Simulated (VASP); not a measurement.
## Ta2Ru: relaxation of cell and atoms with PBE

The system is Ta2Ru.

```
Ta Ru
1.0
     0.00000    3.74951    3.74951
     3.74951    0.00000    3.74951
     3.74951    3.74951    0.00000
Ta Ru
4 2
Direct
  0.12500 0.12500 0.12500
  0.62500 0.12500 0.12500
  0.12500 0.12500 0.62500
  0.12500 0.62500 0.12500
  0.50000 0.50000 0.50000
  0.75000 0.75000 0.75000
```

```yaml
Program: VASP 6.6.1
Task: relaxation of cell and atoms
Functional: PBE
Potentials_or_basis: VASP PAW PBE potentials, release 64 (Ta_pv, Ru_pv)
Cutoff: 600 eV
k_mesh: 10 × 10 × 10
Occupations: gaussian, width 0.1 eV
Spin: no spin polarisation
Dipole_correction: no
Further_INCAR_settings: ALGO = Fast; EDIFF = 1e-07; IBRION = 2; EDIFFG = -0.01; NSW = 100; ISIF = 3
```

* Relaxed volume: 17.54 Å³/atom
* Relaxed cell: a = 5.300 Å, b = 5.300 Å, c = 5.300 Å, α = 60.00°, β = 60.00°, γ = 60.00°
* Space group after relaxing (to 0.1 Å): Fd-3m (No. 227)
* Energy gained by relaxing: 0.0 meV/atom
* Ionic steps: 3
* Pressure after relaxing: 0.0 GPa
* Band gap on the k mesh: zero (bands 36 and 37 overlap by 0.51 eV)

The path:
```csv
step,energy change (eV),largest force (eV/Å),pressure (GPa),volume (Å³)
1,0.0000,0.0000,-0.33,105.43
2,0.0006,0.0000,0.66,104.88
3,-0.0002,0.0000,0.00,105.24
```

Final structure:
```
Ta Ru
1.0
     0.00000    3.74734    3.74734
     3.74734    0.00000    3.74734
     3.74734    3.74734    0.00000
Ta Ru
4 2
Direct
  0.12500 0.12500 0.12500
  0.62500 0.12500 0.12500
  0.12500 0.12500 0.62500
  0.12500 0.62500 0.12500
  0.50000 0.50000 0.50000
  0.75000 0.75000 0.75000
```

Levels at points of the mesh, in eV from the Fermi level:
```csv
k point,band 34,band 35,band 36,band 37,band 38,band 39
"(0.00, 0.00, 0.00)",-0.11,-0.11,-0.11,0.07,0.07,3.59
"(0.50, 0.00, 0.00)",-0.36,-0.36,-0.18,0.12,1.46,1.46
"(0.50, 0.50, 0.00)",-0.45,-0.08,-0.08,0.73,0.73,1.51
```

It took 14 min on 1 thread of Intel(R) Xeon(R) Platinum 8259CL CPU @ 2.50GHz (Skylake/Cascade Lake), with other jobs on the host, peak memory 0.41 GiB.

Caveat: spin-orbit coupling is left out, which moves the levels of the heavy elements.
